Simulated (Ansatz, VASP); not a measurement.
One calculation of Ir, two programs

Contents of INCAR:

```
SYSTEM = Ir
ALGO = Normal ; EDIFF = 1E-6
ENCUT = 560 ; GGA = CA
GGA_COMPAT = .FALSE. ; ISIF = 2
ISMEAR = 1 ; LASPH = .TRUE.
LCHARG = .FALSE. ; LREAL = .FALSE.
LWAVE = .FALSE. ; NBANDS = 14
NELM = 120 ; PREC = Accurate
SIGMA = 0.01
```

The input KPOINTS:

```
k-points
0
G
  14 14 14
  0 0 0
```

POSCAR

```
Ir
1.0
    0.0000000000      1.9060927672      1.9060927672
    1.9060927672      0.0000000000      1.9060927672
    1.9060927672      1.9060927672      0.0000000000
Ir
1
Direct
    0.0000000000      0.0000000000      0.0000000000
```

Input for Ansatz:

```yaml
crystal:
  lattice:
    - [0.0, 1.9060927672, 1.9060927672]
    - [1.9060927672, 0.0, 1.9060927672]
    - [1.9060927672, 1.9060927672, 0.0]
  atoms:
    - { symbol: Ir, position: [0.0, 0.0, 0.0] }
hamiltonian:
  xc: lda
  pseudopotentials:
    kind: paw
    azcp:
      Ir: "pseudopotentials/Ir.paw.azcp"
basis:
  ecutwfc: 420
  fft_grid_basis: typed
kpoints:
  mp_grid: { grid: [14, 14, 14], shift: [0, 0, 0] }
magnetization:
  spin_polarized: false
scf:
  occupations: { method: methfessel_paxton, width: 0.01 }
  lower_state_search: "off"
output:
  stress: true
```

Alike in both runs: task single point; functional LDA; k mesh 14 × 14 × 14; occupations methfessel-paxton of order 1, width 0.01 eV; no spin polarisation.

```csv
,VASP,Ansatz
version,VASP 6.6.1,Ansatz 0.2.0
potentials or method,"VASP PAW LDA potentials, release 64 (Ir_sv_GW), cutoff 560 eV","plane waves (420 eV) with PAW, scalar-relativistic"
valence electrons in the cell,17,17
```

|  | VASP | Ansatz | Ansatz less VASP |
| --- | --- | --- | --- |
| pressure (GPa) | -0.5 | -0.2 | +0.35 |

Ansatz warns that its potentials were made for another functional, while VASP's fit it. LDA's correlation is that of Perdew and Zunger in VASP and of Perdew and Wang (1992) in Ansatz.

Spin-orbit coupling is off throughout.
